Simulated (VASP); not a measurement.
A run of VASP 6.6.1:

INCAR

```
ALGO     = Normal         # electronic algorithm
EDIFF    = 1E-7           # SCF threshold, eV
ENCUT    = 520            # plane-wave cutoff, eV
GGA      = RP             # functional
ISIF     = 2              # what is computed and relaxed
ISMEAR   = -1             # smearing method
IVDW     = 13             # dispersion correction
LASPH    = T              # aspherical terms in the spheres
LCHARG   = T              # write CHGCAR
LELF     = T              # ELF
LREAL    = F              # projectors in reciprocal space
LVHAR    = T            
LWAVE    = F              # write WAVECAR
NBANDS   = 35             # bands
NELM     = 80             # most SCF steps
PREC     = Accurate       # precision mode
SIGMA    = 0.05           # smearing width, eV
```

File KPOINTS:

```
k-points
0
Gamma
  10 10 3
```

Contents of POSCAR:

```
MoS2
1.0
    3.1316620819      0.0000000000      0.0000000000
   -1.5658310409      2.7120989190      0.0000000000
    0.0000000000      0.0000000000     11.7961080669
Mo S
2 4
Direct
    0.6666666667      0.3333333333      0.7500000000
    0.3333333333      0.6666666667      0.2500000000
    0.6666666667      0.3333333333      0.3830397505
    0.3333333333      0.6666666667      0.8830397505
    0.6666666667      0.3333333333      0.1169602495
    0.3333333333      0.6666666667      0.6169602495
```

Potentials or basis: VASP PAW PBE potentials, release 64 (Mo_sv, S).

Launch:

```bash
$ cat potpaw_PBE.64/Mo_sv/POTCAR potpaw_PBE.64/S/POTCAR > POTCAR
$ mpirun -np 1 vasp_std > vasp.out
```

Hardware: 1 thread of Intel(R) Xeon(R) 6975P-C (Granite Rapids) (shared host).

Q: How long does it take, and how much memory?

A: It took 45 s on 1 thread of Intel(R) Xeon(R) 6975P-C (Granite Rapids), with other jobs on the host, peak memory 0.25 GiB. Counts: scf iterations 17, k points 28.
